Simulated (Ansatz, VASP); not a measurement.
**PbF2: VASP beside Ansatz**

Contents of POSCAR:

```
PbF2
1.0
    0.0000000000      3.0185426539      3.0185426539
    3.0185426539      0.0000000000      3.0185426539
    3.0185426539      3.0185426539      0.0000000000
Pb F
1 2
Direct
    0.0000000000      0.0000000000      0.0000000000
    0.2500000000      0.2500000000      0.2500000000
    0.7500000000      0.7500000000      0.7500000000
```

The input INCAR.step1:

```
SYSTEM = PbF2
  ALGO = Normal
  EDIFF = 1E-4
  ENCUT = 520
  GGA = PE
  GGA_COMPAT = .False.
  ISMEAR = 0
  LASPH = .True.
  LCHARG = .False.
  LNONCOLLINEAR = .True.
  LREAL = .False.
  LSORBIT = .True.
  LWAVE = .True.
  MAGMOM = 0 0 0 0 0 0 0 0 0
  NBANDS = 41
  NELM = 150
  PREC = Accurate
  SIGMA = 0.05
```

INCAR.step2

```
SYSTEM = PbF2
  ALGO = Normal
  EDIFF = 1E-6
  ENCUT = 520
  GGA_COMPAT = .False.
  ISIF = 2
  ISMEAR = 0
  ISTART = 1
  LASPH = .True.
  LCHARG = .False.
  LMIXTAU = .True.
  LNONCOLLINEAR = .True.
  LORBIT = 11
  LORBMOM = .True.
  LREAL = .False.
  LSORBIT = .True.
  LWAVE = .False.
  MAGMOM = 0 0 0 0 0 0 0 0 0
  METAGGA = R2SCAN
  NBANDS = 41
  NELM = 150
  PREC = Accurate
  SIGMA = 0.05
```

The input KPOINTS:

```
k-points
0
Gamma
  6 6 6
  0 0 0
```

Input for Ansatz:

```yaml
crystal:
  lattice:
    - [0.0, 3.0185426539, 3.0185426539]
    - [3.0185426539, 0.0, 3.0185426539]
    - [3.0185426539, 3.0185426539, 0.0]
  atoms:
    - { symbol: Pb, position: [0.0, 0.0, 0.0] }
    - { symbol: F, position: [0.25, 0.25, 0.25] }
    - { symbol: F, position: [0.75, 0.75, 0.75] }
basis:
  ecutwfc: 500
  ecutrho_ratio: 4
kpoints:
  mp_grid: { grid: [6, 6, 6] }
hamiltonian:
  xc: r2scan
scf:
  occupations: { method: gaussian, width: 0.05 }
output:
  forces: true
  stress: true
  eigenvalues: true
  populations: true
  topological_invariants: true
magnetization:
  noncollinear: true
  spin_orbit: true
```

Alike in both runs: task single point; functional r2SCAN; k mesh 6 × 6 × 6; occupations gaussian, width 0.05 eV; non-collinear spin, spin-orbit coupling.

```csv
,VASP,Ansatz
version,VASP 6.6.1,Ansatz 0.2.0
potentials or method,"VASP PAW PBE potentials, release 64 (Pb_d, F), cutoff 520 eV","plane waves, PAW"
valence electrons in the cell,28,28
```

Ansatz gave:

```
pressure (GPa) : -4.0
```

Task: Estimate VASP's values.

Result: Pressure (GPa): -4.1.

VASP's potentials were made for PBE, not for r2SCAN. With one functional, cell and mesh, what is left measures potentials, basis and numerics.
